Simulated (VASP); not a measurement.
**BaRe: single point with PBEsol**

BaRe:

```
Ba Re
1.0
     3.66285    0.00000    0.00000
     0.00000    3.66285    0.00000
     0.00000    0.00000    3.66285
Ba Re
1 1
Cartesian
  0.0000 0.0000 0.0000
  1.8314 1.8314 1.8314
```

This cell differs from its parent crystal: volume scaled by 1.040.

```
Program                : VASP 6.6.1
Task                   : single point
Functional             : PBEsol
Potentials or basis    : VASP PAW PBE potentials, release 64 (Ba_sv, Re)
Cutoff                 : 520 eV
k mesh                 : 8 × 8 × 8
Occupations            : gaussian, width 0.05 eV
Spin                   : no spin polarisation
Dipole correction      : no
Further INCAR settings : ALGO = Normal; EDIFF = 1e-06; NBANDS = 16
```

```json
{
  "Pressure": "0.0 GPa"
}
```

Levels at points of the mesh, in eV from the Fermi level:
```
           k point  band 5  band 6  band 7  band 8  band 9  band 10  band 11  band 12
(0.00, 0.00, 0.00)   -4.41   -2.77   -2.77   -0.07   -0.07    -0.07     4.24     4.24
(0.50, 0.00, 0.00)   -1.72   -0.99   -0.42    0.16    0.16     0.32     1.50     1.70
(0.50, 0.50, 0.00)   -3.74   -1.90   -1.24   -1.24    1.18     1.18     4.00     4.00
(0.50, 0.50, 0.50)   -0.34   -0.34   -0.34    0.18    0.18     0.18     1.24     1.24
```

It took 9.9 s on 1 thread of Intel(R) Xeon(R) 6975P-C (Granite Rapids), with other jobs on the host, peak memory 0.17 GiB.

Caveat: the PAW data sets were made with another functional, which shifts forces and pressure a little; spin-orbit coupling is left out, which moves the levels of the heavy elements.
